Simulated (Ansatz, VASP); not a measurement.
**AlN in VASP and in Ansatz**

```
CELL_PARAMETERS angstrom
0.00000 2.20000 2.20000
2.20000 0.00000 2.20000
2.20000 2.20000 0.00000
ATOMIC_POSITIONS crystal
Al 0.00000 0.00000 0.00000
N 0.25000 0.25000 0.25000
```

Alike in both runs: task single point; functional PBE; k mesh 6 × 6 × 6; occupations fermi-dirac, width 0.02 eV; no spin polarisation.

```csv
,VASP,Ansatz
version,VASP 6.6.1,Ansatz 0.2.0 development build
potentials or method,"VASP PAW PBE potentials, release 64 (Al, N), cutoff 520 eV",all-electron LAPW
```

|  | VASP | Ansatz | Ansatz less VASP |
| --- | --- | --- | --- |
| gap on the k mesh at the Fermi level (eV) | 3.30 | 3.30 | 0.000 |

Ansatz ran all-electron here, and VASP with PAW potentials.
